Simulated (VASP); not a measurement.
# BN in VASP: notebook, part 2 of 3

VASP 6.6.1. Earlier steps stand in the parts before.

## (4) Relaxation of cell and atoms, PBEsol, target pressure 12 GPa, at which the enthalpy is minimised

This run uses another cell than the first one, of 5.86 Å³/atom, 0.983 times its volume.

File INCAR:

```
ALGO     = Normal         # electronic algorithm
EDIFF    = 1E-6           # SCF threshold, eV
EDIFFG   = -0.001         # ionic threshold
ENCUT    = 600            # plane-wave cutoff, eV
GGA      = PS             # functional
IBRION   = 2              # ionic algorithm
ISIF     = 3              # what is computed and relaxed
ISMEAR   = 0              # smearing method
LASPH    = T              # aspherical terms in the spheres
LCHARG   = F              # write CHGCAR
LREAL    = F              # projectors in reciprocal space
LWAVE    = F              # write WAVECAR
NELM     = 80             # most SCF steps
NSW      = 80             # ionic steps
PREC     = Accurate       # precision mode
PSTRESS  = 120.0        
SIGMA    = 0.01           # smearing width, eV
```

File KPOINTS:

```
k-points
0
Gamma
  12 12 12
```

File POSCAR:

```
BN
1.0
    0.0000000000      1.8028454624      1.8028454624
    1.8028454624      0.0000000000      1.8028454624
    1.8028454624      1.8028454624      0.0000000000
B N
1 1
Direct
    0.0000000000      0.0000000000      0.0000000000
    0.7500000000      0.7500000000      0.7500000000
```

Potentials or basis: VASP PAW PBE potentials, release 64 (B, N).

Run with:

```
cat potpaw_PBE.64/B/POTCAR potpaw_PBE.64/N/POTCAR > POTCAR
mpirun -np 1 vasp_std > vasp.out
```

OUTCAR:

```text
EDIFF = 1E-6
   EDIFFG = -0.001
   ENCUT = 600
   GGA = PS
   IBRION = 2
   ISIF = 3
   ISMEAR = 0
   LASPH = T
   LREAL = F
   NELM = 80
   NSW = 80
   PREC = Accurate
   PSTRESS = 120.0

 ion  position               nearest neighbor table
   1  0.000  0.000  0.000-   2 1.56   2 1.56   2 1.56   2 1.56
   2  0.750  0.750  0.750-   1 1.56   1 1.56   1 1.56   1 1.56

  LATTYP: Found a face centered cubic cell.
 ALAT       =     3.6056909248

  Lattice vectors:

 A1 = (   0.0000000000,   1.8028454624,   1.8028454624)
 A2 = (   1.8028454624,   0.0000000000,   1.8028454624)
 A3 = (   1.8028454624,   1.8028454624,   0.0000000000)

Analysis of symmetry for initial positions (statically):
=====================================================================
 Subroutine PRICEL returns:
 Original cell was already a primitive cell.

 Routine SETGRP: Setting up the symmetry group for a
 face centered cubic supercell.

 Subroutine GETGRP returns: Found 24 space group operations
 (whereof 24 operations were pure point group operations)
 out of a pool of 48 trial point group operations.

[... 166 lines left out ...]

  FORCE on cell =-STRESS in cart. coord.  units (eV):
  Direction    XX          YY          ZZ          XY          YZ          ZX
  --------------------------------------------------------------------------------------
  -------------------------------------------------------------------------------------
  Total        0.0240413      0.0240413      0.0240413     -0.0000000     -0.0000000      0.0000000
  in kB        3.2867234      3.2867234      3.2867234     -0.0000000     -0.0000000      0.0000000
  external PRESSURE =    -116.7132766 kB  Pullay stress =     120.0000000 kB
[... 177 lines left out ...]
--------------------------------------- Ionic step        6  -------------------------------------------

 number of electron       7.9999998 magnetization

 Free energy of the ion-electron system (eV)
  ---------------------------------------------------
  ext. energy  EPLUGINS =         0.00000000
  ---------------------------------------------------
  free energy    TOTEN  =       -18.33830540 eV

  energy without entropy =      -18.33830540  energy(sigma->0) =      -18.33830540

 E-fermi :   7.8640     XC(G=0): -13.1943

 val. band max:        7.8164960769   @ k =   0.0000   0.0000   0.0000
 cond. band min:      12.1300816623   @ k =   0.5000   0.5000   0.0000
 fundamental gap:      4.3135855854
 Fermi energy:         7.8639918328

 k-point     1 :       0.0000    0.0000    0.0000
  band No.  band energies     occupation
      1     -12.8565      2.00000
      2       7.8165      2.00000
      3       7.8165      2.00000
      4       7.8165      2.00000
      5      16.7482      0.00000
      6      16.7482      0.00000
      7      16.7482      0.00000
      8      18.6767      0.00000
[... 243 lines left out ...]
 k-point    24 :      -0.4167    0.1667    0.0000
  band No.  band energies     occupation
      1      -8.0349      2.00000
      2      -2.5814      2.00000
      3       3.5442      2.00000
      4       5.1367      2.00000
      5      17.1756      0.00000
      6      20.2609      0.00000
      7      20.4106      0.00000
      8      23.8905      0.00000

 [... further k-points ...]
[... 5 lines left out ...]
  --------------------------------------------------------------------------------------
  -------------------------------------------------------------------------------------
  Total        0.8522498      0.8522498      0.8522498      0.0000000     -0.0000000      0.0000000
  in kB      119.8870228    119.8870228    119.8870228      0.0000000     -0.0000000      0.0000000
  external PRESSURE =      -0.1129772 kB  Pullay stress =     120.0000000 kB
[... 21 lines left out ...]
  energy  without entropy=      -18.3383053974  energy(sigma->0) =      -18.33830540

  enthalpy is  TOTEN    =       -17.4852524399 eV   P V=        0.8530529575

 reached required accuracy - stopping structural energy minimisation
```

OSZICAR:

```text
N       E                     dE             d eps       ncg     rms          rms(c)
DAV:   1     0.120028686590E+02    0.12003E+02   -0.56390E+03  1160   0.111E+03
DAV:   2    -0.190072191901E+02   -0.31010E+02   -0.30005E+02  1560   0.203E+02
DAV:   3    -0.193080903918E+02   -0.30087E+00   -0.30087E+00  1352   0.229E+01
DAV:   4    -0.193084104739E+02   -0.32008E-03   -0.32008E-03  1624   0.671E-01
[... 34 lines left out ...]
   5 F= -.17485251E+02 E0= -.17485251E+02  d E =-.762080E-06
       N       E                     dE             d eps       ncg     rms          rms(c)
DAV:   1    -0.183383068087E+02    0.25834E-03   -0.51510E-05  1256   0.759E-02    0.909E-03
DAV:   2    -0.183383054561E+02    0.13526E-05   -0.63444E-06  1280   0.208E-02    0.260E-03
DAV:   3    -0.183383053974E+02    0.58712E-07   -0.18883E-07   576   0.460E-03
   6 F= -.17485252E+02 E0= -.17485252E+02  d E =-.218794E-05
```

It took 15 s on 1 thread of Intel Xeon 6975P-C (Granite Rapids), shared host; peak memory 0.12 GiB.

Results:

- Free energy: -18.3383 eV
- Relaxed volume: 5.69 Å³/atom
- Relaxed cell: a = 2.525 Å, b = 2.525 Å, c = 2.525 Å, α = 60.00°, β = 60.00°, γ = 60.00°
- Space group after relaxing (to 0.05 Å): F-43m (No. 216)
- Energy change on relaxing (the enthalpy is what falls): +6.2 meV/atom
- Ionic steps: 6
- Pressure after relaxing: 12.0 GPa
- Band gap on the k mesh: 4.31 eV, indirect (least direct gap 8.93 eV)

The path:
```csv
step,energy change (eV),largest force (eV/Å),pressure (GPa),volume (Å³)
1,0.0000,0.0000,0.33,11.72
2,0.0587,0.0000,27.49,11.01
3,0.0123,0.0000,11.91,11.39
4,0.0128,0.0000,12.15,11.38
5,0.0121,0.0000,11.88,11.39
6,0.0124,0.0000,11.99,11.39
```

Final structure:
```
CELL_PARAMETERS angstrom
0.00000 1.78577 1.78577
1.78577 0.00000 1.78577
1.78577 1.78577 0.00000
ATOMIC_POSITIONS crystal
B 0.00000 0.00000 0.00000
N 0.75000 0.75000 0.75000
```

Caveat: the cell is relaxed towards a set pressure, so the enthalpy falls and the energy may rise; the PAW data sets were made with another functional, which shifts forces and pressure a little. A k mesh can miss the band edges.

(Continued in part 3 of 3.)
